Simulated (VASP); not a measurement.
**Br: single point with r2SCAN**

The system is Br.

```
Br
1.0
     3.09068    0.00000    0.00000
     0.00000    3.09068    0.00000
     0.00000    0.00000    3.09068
Br
1
Direct
  0.00000 0.00000 0.00000
```

```
Program             : VASP 6.6.1
Task                : single point
Functional          : r2SCAN
Potentials or basis : VASP PAW PBE potentials, release 64 (Br)
Cutoff              : 520 eV
k mesh              : 8 × 8 × 8
Occupations         : fermi-dirac, width 0.05 eV
Spin                : no spin polarisation
```

The pressure is -0.3 GPa. The band gap on the k mesh is zero (an odd number of electrons rules out a gap without spin polarisation).

Levels at points of the mesh, in eV from the Fermi level:
```
           k point  band 1  band 2  band 3  band 4  band 5  band 6
(0.00, 0.00, 0.00)  -16.18   -0.08   -0.08   -0.08    7.16    9.65
(0.50, 0.00, 0.00)  -15.23   -5.02    0.59    0.59   10.65   11.27
(0.50, 0.50, 0.00)  -14.33   -3.94   -3.94    1.18    5.83   12.88
(0.50, 0.50, 0.50)  -13.46   -3.03   -3.03   -3.03    8.23    8.23
```

Run time: 49 s on 1 thread of Intel Xeon 8259CL, with other jobs on the host, peak memory 0.14 GiB.

Caveat: the PAW data sets were made with another functional, which shifts forces and pressure a little; an odd number of electrons without spin polarisation forces a metal; a magnetic or distorted state may lie lower.
